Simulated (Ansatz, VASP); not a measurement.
# Ag: VASP beside Ansatz

```
CELL_PARAMETERS angstrom
2.98483 0.00000 0.00000
-1.49242 2.58494 0.00000
0.00000 0.00000 4.81733
ATOMIC_POSITIONS crystal
Ag 0.33333 0.66667 0.25000
Ag 0.66667 0.33333 0.75000
```

Alike in both runs: task single point; functional BLYP; k mesh 13 × 13 × 7; occupations fermi-dirac, width 0.1 eV; no spin polarisation.

|  | VASP | Ansatz |
| --- | --- | --- |
| version | VASP 6.6.1 | Ansatz 0.2.0 |
| potentials or method | VASP PAW PBE potentials, release 64 (Ag), cutoff 520 eV | plane waves (420 eV) with PAW, scalar-relativistic |
| valence electrons in the cell | 22 | 38 |

|  | VASP | Ansatz | Ansatz less VASP |
| --- | --- | --- | --- |
| pressure (GPa) | 3.1 | 2.9 | -0.12 |
| traceless stress, the component that is largest in VASP (GPa) | 1.34 | 1.34 | -0.003 |

VASP's potentials were made for PBE, not for BLYP. The functional is the same, so the differences come from potentials, cutoffs and numerics. VASP's potentials hold 22 valence electrons a cell and Ansatz's 38, so a difference there can come from the potentials and not from the codes.
